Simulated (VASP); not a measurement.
The system is Cr.

```
CELL_PARAMETERS angstrom
-1.46870 1.46870 1.46870
1.46870 -1.46870 1.46870
1.46870 1.46870 -1.46870
ATOMIC_POSITIONS crystal
Cr 0.00000 0.00000 0.00000
```

| Item | Value |
| --- | --- |
| Program | VASP 6.6.1 |
| Task | relaxation of cell and atoms |
| Functional | r2SCAN |
| Potentials or basis | VASP PAW PBE potentials, release 64 (Cr_pv) |
| Cutoff | 600 eV |
| k mesh | 10 × 10 × 10 |
| Occupations | gaussian, width 0.1 eV |
| Spin | no spin polarisation |

At the start: pressure -24.1 GPa; volume 12.67 Å³/atom.

**Question.** Where does the relaxation end?

**Answer.** Over 4 steps the energy falls by 107.7 meV/atom and the volume is 11.38 Å³/atom (-10.2 %); space group Im-3m (No. 229, to 0.05 Å).

Step by step:
| step | energy change (eV) | largest force (eV/Å) | pressure (GPa) | volume (Å³) |
| --- | --- | --- | --- | --- |
| 1 | 0.0000 | 0.0000 | -24.08 | 12.67 |
| 2 | 0.2587 | 0.0000 | 72.75 | 9.49 |
| 3 | -0.1074 | 0.0000 | -1.58 | 11.44 |
| 4 | -0.1077 | 0.0000 | -0.31 | 11.38 |

Final structure:
```cif
data_structure
_symmetry_space_group_name_H-M 'P 1'
_symmetry_Int_Tables_number 1
_cell_length_a 2.4546
_cell_length_b 2.4546
_cell_length_c 2.4546
_cell_angle_alpha 109.471
_cell_angle_beta 109.471
_cell_angle_gamma 109.471
_cell_volume 11.38
loop_
_atom_site_label
_atom_site_type_symbol
_atom_site_fract_x
_atom_site_fract_y
_atom_site_fract_z
_atom_site_occupancy
Cr1 Cr 0.00000 0.00000 0.00000 1
```

Caveat: the PAW data sets were made with another functional, which shifts forces and pressure a little; the run has no spin polarisation, though such a crystal can be magnetic.
